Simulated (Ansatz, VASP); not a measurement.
# Two plane-wave programs on CdTe

```
Cd Te
1.0
     0.00000    2.93091    3.30653
     3.30653    0.00000    3.30653
     3.30653    2.93091    0.00000
Cd Te
1 1
Cartesian
  0.0000 0.0000 0.0000
  4.9598 4.3964 4.9598
```

Alike in both runs: task single point; functional LDA; k mesh 8 × 8 × 8; occupations gaussian, width 0.05 eV; no spin polarisation.

|  | VASP | Ansatz |
| --- | --- | --- |
| version | VASP 6.6.1 | Ansatz 0.2.0 |
| potentials or method | VASP PAW LDA potentials, release 64 (Cd, Te), cutoff 520 eV | scalar-relativistic, plane waves, PAW |
| valence electrons in the cell | 18 | 36 |

VASP gave:

* gap on the k mesh at the Fermi level (eV): 0.49
* least direct gap on the mesh (eV): 0.49
* pressure (GPa): 1.3
* traceless stress, the component that is largest in VASP (GPa): 1.04

Task: Which values does Ansatz return?

Result: gap on the k mesh at the Fermi level (eV): 0.44; least direct gap on the mesh (eV): 0.44; pressure (GPa): 1.0; traceless stress, the component that is largest in VASP (GPa): 1.07.

LDA's correlation is that of Perdew and Zunger in VASP and of Perdew and Wang (1992) in Ansatz. VASP's potentials hold 18 valence electrons a cell and Ansatz's 36, so a difference there can come from the potentials and not from the codes.

Neither program's run includes spin-orbit coupling.
